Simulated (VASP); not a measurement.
A run of VASP 6.6.1 is set up as follows.

The input INCAR:

```
PREC = Accurate
ENCUT = 520
EDIFF = 1E-6
ISMEAR = -1
SIGMA = 0.05
LREAL = False
LASPH = True
NELM = 80
ALGO = Normal
ISIF = 2
LWAVE = False
LCHARG = False
GGA = B5
ALDAX = 1.0
AGGAX = 1.0
AGGAC = 1.0
ALDAC = 0.0
NBANDS = 8
```

File KPOINTS:

```
regular mesh
0
Gamma
  10 10 10
```

File POSCAR:

```
Sb
1.0
   -1.9635811530      1.9635811530      1.9635811530
    1.9635811530     -1.9635811530      1.9635811530
    1.9635811530      1.9635811530     -1.9635811530
Sb
1
Direct
    0.0000000000      0.0000000000      0.0000000000
```

Potentials or basis: VASP PAW PBE potentials, release 64 (Sb).

Command:

```console
$ cat potpaw_PBE.64/Sb/POTCAR > POTCAR
$ mpirun -np 1 vasp_std > vasp.out
```

**Question.** What does it give for the pressure?

**Answer.** 0.1 GPa.

Caveat: the PAW data sets were made with another functional, which shifts forces and pressure a little.
